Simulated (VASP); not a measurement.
# AlN in VASP: a series of runs, part 2 of 3

VASP 6.6.1. Earlier steps stand in the parts before.

## (3) Single point, PBE (strained and its atoms moved)

File INCAR:

```
PREC     = Accurate       # precision mode
ENCUT    = 520            # plane-wave cutoff, eV
EDIFF    = 1E-6           # SCF threshold, eV
ISMEAR   = 0              # smearing method
SIGMA    = 0.02           # smearing width, eV
LREAL    = F              # projectors in reciprocal space
LASPH    = T              # aspherical terms in the spheres
NELM     = 100            # most SCF steps
ALGO     = Normal         # electronic algorithm
ISIF     = 2              # what is computed and relaxed
LWAVE    = F              # write WAVECAR
LCHARG   = F              # write CHGCAR
GGA      = PE             # functional
NBANDS   = 11             # bands
```

File KPOINTS:

```
regular mesh
0
Gamma
  10 10 10
```

File POSCAR:

```
AlN
1.0
    0.0000000000      2.1122772780      2.1122772780
    2.1733128180      0.0000000000      2.1122772780
    2.1733128180      2.1122772780      0.0000000000
Al N
1 1
Direct
    0.5245758455      0.4754241545      0.4754241545
   -0.0245758455      0.0245758455      0.0245758455
```

Potentials or basis: VASP PAW PBE potentials, release 64 (Al, N).

Command:

```sh
cat potpaw_PBE.64/Al/POTCAR potpaw_PBE.64/N/POTCAR > POTCAR
mpirun -np 1 vasp_std > vasp.out
```

OUTCAR:

```text
PREC = Accurate
   ENCUT = 520
   EDIFF = 1E-6
   ISMEAR = 0
   LREAL = F
   LASPH = T
   NELM = 100
   ISIF = 2
   GGA = PE

 ion  position               nearest neighbor table
   1  0.525  0.475  0.475-   2 1.96   2 2.12   2 2.12   2 2.12   2 2.12   2 2.39
   2  0.975  0.025  0.025-   1 1.96   1 2.12   1 2.12   1 2.12   1 2.12   1 2.39

  LATTYP: Found a body centered tetragonal cell.
 ALAT       =     2.9872111740
 C/A-ratio  =     1.4550781256

  Lattice vectors:

 A1 = (   2.1733128180,   0.0000000000,   2.1122772780)
 A2 = (   2.1733128180,   0.0000000000,  -2.1122772780)
 A3 = (  -2.1733128180,   2.1122772780,   0.0000000000)

Analysis of symmetry for initial positions (statically):
=====================================================================
 Subroutine PRICEL returns:
 Original cell was already a primitive cell.

 Routine SETGRP: Setting up the symmetry group for a
 body centered tetragonal supercell.

 Subroutine GETGRP returns: Found  8 space group operations
 (whereof  8 operations were pure point group operations)
 out of a pool of 16 trial point group operations.

The static configuration has the point symmetry C_4v.

Analysis of symmetry for dynamics (positions and initial velocities):
=====================================================================
 Subroutine PRICEL returns:
 Original cell was already a primitive cell.

 Routine SETGRP: Setting up the symmetry group for a
 body centered tetragonal supercell.

 Subroutine GETGRP returns: Found  8 space group operations
 (whereof  8 operations were pure point group operations)
 out of a pool of 16 trial point group operations.

The dynamic configuration has the point symmetry C_4v.

 Subroutine INISYM returns: Found  8 space group operations
 (whereof  8 operations are pure point group operations),
 and found     1 'primitive' translations

----------------------------------------------------------------------------------------

[... 120 lines left out ...]
   IVDW    =     0    specifies the selected vdW correction
   LEPSILON=     F    determine dielectric tensor
   LRPA    =     F    only Hartree local field effects (RPA)
 non-spin polarized calculation
 Gauss-broadening in eV      SIGMA  =   0.02
  energy-cutoff  :      520.00
  volume of cell :       19.39
 maximum number of plane-waves:       540
 NGX is ok and might be reduce to    24
   NGX = 11   NGY = 11   NGZ = 11

 number of electron       8.0000000 magnetization

 Free energy of the ion-electron system (eV)
  ---------------------------------------------------
  ext. energy  EPLUGINS =         0.00000000
  ---------------------------------------------------
  free energy    TOTEN  =       -14.27090585 eV

  energy without entropy =      -14.27090585  energy(sigma->0) =      -14.27090585

 E-fermi :   8.0676     XC(G=0): -11.5391

 val. band max:        7.9359863525   @ k =   0.0000   0.0000   0.0000
 cond. band min:      11.0471089697   @ k =   0.5000   0.5000   0.0000
 fundamental gap:      3.1111226172
 Fermi energy:         8.0676465284

 k-point     1 :       0.0000    0.0000    0.0000
  band No.  band energies     occupation
      1      -8.2026      2.00000
      2       7.9356      2.00000
      3       7.9356      2.00000
      4       7.9360      2.00000
      5      11.5136      0.00000
      6      19.5108      0.00000
      7      19.7961      0.00000
      8      19.7961      0.00000
      9      23.6965      0.00000
     10      24.2841      0.00000
     11      24.7069      0.00000
[... 309 lines left out ...]
 k-point    24 :       0.4000    0.3000    0.0000
  band No.  band energies     occupation
      1      -5.6839      2.00000
      2       2.7484      2.00000
      3       5.5655      2.00000
      4       6.0290      2.00000
      5      12.7289      0.00000
      6      14.6322      0.00000
      7      18.6143      0.00000
      8      21.6065      0.00000
      9      22.4842      0.00000
     10      28.4050      0.00000
     11      30.3998      0.00000

 [... further k-points ...]

------------------------ aborting loop because EDIFF is reached ----------------------------------------

  FORCE on cell =-STRESS in cart. coord.  units (eV):
  Direction    XX          YY          ZZ          XY          YZ          ZX
  --------------------------------------------------------------------------------------
  -------------------------------------------------------------------------------------
  Total       -1.8242726     -3.1748233     -3.1748233      0.0000000      0.0000000     -0.0000000
  in kB     -150.7114422   -262.2865705   -262.2865705      0.0000000      0.0000000     -0.0000000
  external PRESSURE =    -225.0948611 kB  Pullay stress =       0.0000000 kB

 VOLUME and BASIS-vectors are now :
 -----------------------------------------------------------------------------
  energy-cutoff  :      520.00
  volume of cell :       19.39
      direct lattice vectors                 reciprocal lattice vectors
     0.000000000  2.112277278  2.112277278    -0.230063521  0.236711347  0.236711347
     2.173312818  0.000000000  2.112277278     0.230063521 -0.236711347  0.236711347
     2.173312818  2.112277278  0.000000000     0.230063521  0.236711347 -0.236711347

 POSITION                                       TOTAL-FORCE (eV/Angst)
 -----------------------------------------------------------------------------------
      2.06649      2.11228      2.11228         0.499252      0.000000      0.000000
      0.10682      2.11228      2.11228        -0.499252      0.000000      0.000000
 -----------------------------------------------------------------------------------
    total drift:                               -0.000456     -0.000000     -0.000000

  FREE ENERGIE OF THE ION-ELECTRON SYSTEM (eV)
  ---------------------------------------------------
  free  energy   TOTEN  =       -14.2709058487 eV

  energy  without entropy=      -14.2709058487  energy(sigma->0) =      -14.27090585
```

OSZICAR:

```text
N       E                     dE             d eps       ncg     rms          rms(c)
DAV:   1     0.647015878272E+01    0.64702E+01   -0.37643E+03  2260   0.650E+02
DAV:   2    -0.153196760353E+02   -0.21790E+02   -0.20948E+02  2730   0.118E+02
DAV:   3    -0.159986882541E+02   -0.67901E+00   -0.67785E+00  2764   0.196E+01
DAV:   4    -0.160012463717E+02   -0.25581E-02   -0.25580E-02  2514   0.133E+00
DAV:   5    -0.160012694280E+02   -0.23056E-04   -0.23056E-04  2698   0.128E-01    0.729E+00
DAV:   6    -0.142898654055E+02    0.17114E+01   -0.88501E+00  2502   0.147E+01    0.248E+00
DAV:   7    -0.142809296887E+02    0.89357E-02   -0.13290E-01  2502   0.293E+00    0.170E+00
DAV:   8    -0.142715087889E+02    0.94209E-02   -0.26305E-02  2379   0.138E+00    0.375E-01
DAV:   9    -0.142708451593E+02    0.66363E-03   -0.28070E-03  2592   0.319E-01    0.155E-01
DAV:  10    -0.142709052765E+02   -0.60117E-04   -0.23643E-04  2529   0.113E-01    0.190E-02
DAV:  11    -0.142709051361E+02    0.14045E-06   -0.20878E-05  2616   0.324E-02    0.101E-02
DAV:  12    -0.142709058487E+02   -0.71258E-06   -0.13770E-06  1393   0.892E-03
   1 F= -.14270906E+02 E0= -.14270906E+02  d E =-.436473E-23
```

Run time: 48 s. Hardware: 1 thread of AMD EPYC 7R13, shared host; peak memory 0.12 GiB.

Results:

```
Free energy            : -14.2709 eV
Pressure               : -22.5 GPa
Largest force          : 0.499 eV/Å
Band gap on the k mesh : 3.11 eV, indirect (least direct gap 3.58 eV)
```

Forces on the atoms (eV/Å):
```
Al   0.499  0.000  0.000
N   -0.499  0.000  0.000
```

Stress tensor (GPa, compression positive):
```
-15.07   0.00   0.00
  0.00 -26.23   0.00
  0.00   0.00 -26.23
```

Levels at points of the mesh, in eV from the valence-band top:
```
           k point  band 1  band 2  band 3  band 4  band 5  band 6  band 7  band 8  band 9
(0.00, 0.00, 0.00)  -16.14    0.00    0.00    0.00    3.58   11.57   11.86   11.86   15.76
(0.50, 0.00, 0.00)  -13.51   -7.26   -0.87   -0.68    5.22    9.44   10.14   11.28   14.54
(0.50, 0.50, 0.00)  -12.68   -6.25   -2.54   -2.27    3.11    5.48   12.39   14.71   15.32
(0.00, 0.50, 0.50)  -12.89   -6.34   -2.21   -2.21    3.35    5.77   11.97   15.20   15.20
```

Caveat: the cell differs from its parent crystal (strained and its atoms moved). A k mesh can miss the band edges.

## (4) Single point, PBE (one atom moved)

File INCAR:

```
SYSTEM = AlN
PREC = Accurate ; ENCUT = 520
EDIFF = 1E-6 ; ISMEAR = 0
SIGMA = 0.02 ; LREAL = .FALSE.
LASPH = .TRUE. ; NELM = 80
ALGO = Normal ; ISIF = 2
LWAVE = .FALSE. ; LCHARG = .TRUE.
GGA = PE ; LELF = .TRUE.
LVHAR = .TRUE. ; NBANDS = 11
```

File KPOINTS:

```
Automatic mesh
0
G
  10 10 10
  0 0 0
```

File POSCAR:

```
AlN
1.0
    0.0000000000      2.0345180000      2.0345180000
    2.0345180000      0.0000000000      2.0345180000
    2.0345180000      2.0345180000      0.0000000000
Al N
1 1
Direct
    0.4537040223      0.4756207613      0.5453473501
    0.0000000000      0.0000000000      0.0000000000
```

Command:

```sh
cat potpaw_PBE.64/Al/POTCAR potpaw_PBE.64/N/POTCAR > POTCAR
mpirun -np 1 vasp_std > vasp.out
```

It took 2 min on 1 thread of AMD EPYC 7R43 (Zen 3), shared host; peak memory 0.17 GiB.

The run converged. Its results:

| Quantity | Value |
| --- | --- |
| Free energy | -14.4663 eV |
| Pressure | 3.6 GPa |
| Largest force | 1.140 eV/Å |
| Band gap on the k mesh | 4.36 eV, indirect (least direct gap 5.36 eV) |

Forces in eV/Å, atoms in the order of the input:
```
Al  -0.256  0.011  1.111
N    0.256 -0.011 -1.111
```

Stress tensor (GPa, compression positive):
```
 0.23  0.00  0.22
 0.00 -0.78 -0.01
 0.22 -0.01 11.23
```

Levels at points of the mesh, in eV from the valence-band top:
```tsv
k point	band 2	band 3	band 4	band 5	band 6	band 7
(0.00, 0.00, 0.00)	-0.10	0.00	0.00	5.36	12.14	12.19
(0.50, 0.00, 0.00)	-8.15	-1.09	-1.02	6.04	10.78	10.87
(0.00, 0.50, 0.00)	-8.16	-1.04	-1.01	5.99	10.70	10.88
(0.00, 0.00, 0.50)	-8.15	-1.09	-1.01	6.03	10.77	10.87
(0.50, 0.50, 0.50)	-8.16	-1.05	-1.01	5.99	10.70	10.88
(0.50, 0.50, 0.00)	-7.21	-2.73	-2.73	4.38	5.36	13.76
(0.00, 0.50, 0.50)	-7.23	-2.75	-2.74	4.36	5.37	13.84
(0.50, 0.00, 0.50)	-7.23	-2.77	-2.72	4.36	5.37	13.84
```

Caveat: the cell differs from its parent crystal (one atom moved); forces of over 1 eV/Å act on the atoms, so gaps and moduli don't describe the material at rest.

## (5) Single point, PBE (one atom moved)

File INCAR:

```
SYSTEM = AlN
PREC = Accurate ; ENCUT = 600
EDIFF = 1E-6 ; ISMEAR = 0
SIGMA = 0.02 ; LREAL = .False.
LASPH = .True. ; NELM = 120
ALGO = Normal ; ISIF = 2
LWAVE = .False. ; LCHARG = .False.
GGA = PE ; NBANDS = 11
GGA_COMPAT = .False.
```

File KPOINTS:

```
Automatic mesh
0
Gamma
  10 10 10
  0 0 0
```

POSCAR, as its differences from that of step 4:

```diff
@@ -8,3 +8,3 @@
 Direct
-    0.4537040223      0.4756207613      0.5453473501
+    0.5921594206      0.4078405794      0.5921594206
     0.0000000000      0.0000000000      0.0000000000
```

Command:

```sh
cat potpaw_PBE.64/Al/POTCAR potpaw_PBE.64/N/POTCAR > POTCAR
mpirun -np 1 vasp_std > vasp.out
```

Wall time 13 s (1 thread of AMD EPYC 9R45 (Zen 5), shared host); peak memory 0.11 GiB.

It converged, with:

* Free energy: -13.7787 eV
* Pressure: 26.0 GPa
* Largest force: 5.863 eV/Å
* Band gap on the k mesh: 4.13 eV, indirect (least direct gap 5.21 eV)

Forces in eV/Å, atoms in the order of the input:
```
Al   0.000 -5.863  0.000
N    0.000  5.863  0.000
```

Stress tensor (GPa, compression positive):
```
-4.38  0.00  0.00
 0.00 86.78  0.00
 0.00  0.00 -4.38
```

Levels at points of the mesh, in eV from the valence-band top:
| k point | band 2 | band 3 | band 4 | band 5 | band 6 | band 7 |
| --- | --- | --- | --- | --- | --- | --- |
| (0.00, 0.00, 0.00) | -0.47 | 0.00 | 0.00 | 5.21 | 12.54 | 12.61 |
| (0.50, 0.00, 0.00) | -8.00 | -1.10 | -0.90 | 6.03 | 10.55 | 11.03 |
| (0.50, 0.50, 0.00) | -7.09 | -2.68 | -2.67 | 4.13 | 5.56 | 13.98 |
| (0.50, 0.00, 0.50) | -6.91 | -2.62 | -2.62 | 4.23 | 5.51 | 13.38 |

Caveat: the cell differs from its parent crystal (one atom moved); forces of over 1 eV/Å act on the atoms, so gaps and moduli don't describe the material at rest. A k mesh can miss the band edges.

(Continued in part 3 of 3.)
